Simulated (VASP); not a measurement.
Input of a VASP 6.6.1 run:

INCAR

```
SYSTEM = Si2Ni
PREC = Accurate
ENCUT = 600
EDIFF = 1E-6
ISMEAR = 0
SIGMA = 0.1
LREAL = .False.
LASPH = .True.
NELM = 120
ALGO = Normal
ISIF = 2
LWAVE = .False.
LCHARG = .False.
GGA = PE
NBANDS = 16
GGA_COMPAT = .False.
```

Contents of KPOINTS:

```
regular mesh
0
Gamma
  6 6 6
  0 0 0
```

POSCAR

```
Si2Ni
1.0
    0.0000000000      2.7241162399      2.7241162399
    2.7241162399      0.0000000000      2.7241162399
    2.7241162399      2.7241162399      0.0000000000
Si Ni
2 1
Direct
    0.2500000000      0.2500000000      0.2500000000
    0.7500000000      0.7500000000      0.7500000000
    0.0000000000      0.0000000000      0.0000000000
```

Potentials or basis: VASP PAW PBE potentials, release 64 (Si, Ni).

Run with:

```console
$ cat potpaw_PBE.64/Si/POTCAR potpaw_PBE.64/Ni/POTCAR > POTCAR
$ mpirun -np 1 vasp_std > vasp.out
```

Predict the band gap on the k mesh.

zero (band 9 reaches 11.80 eV, above the bottom of band 10 at 9.67 eV).

Predict the pressure.

0.1 GPa.

Spin polarisation is off, so any magnetic state and its effect on volume and gap are missing.
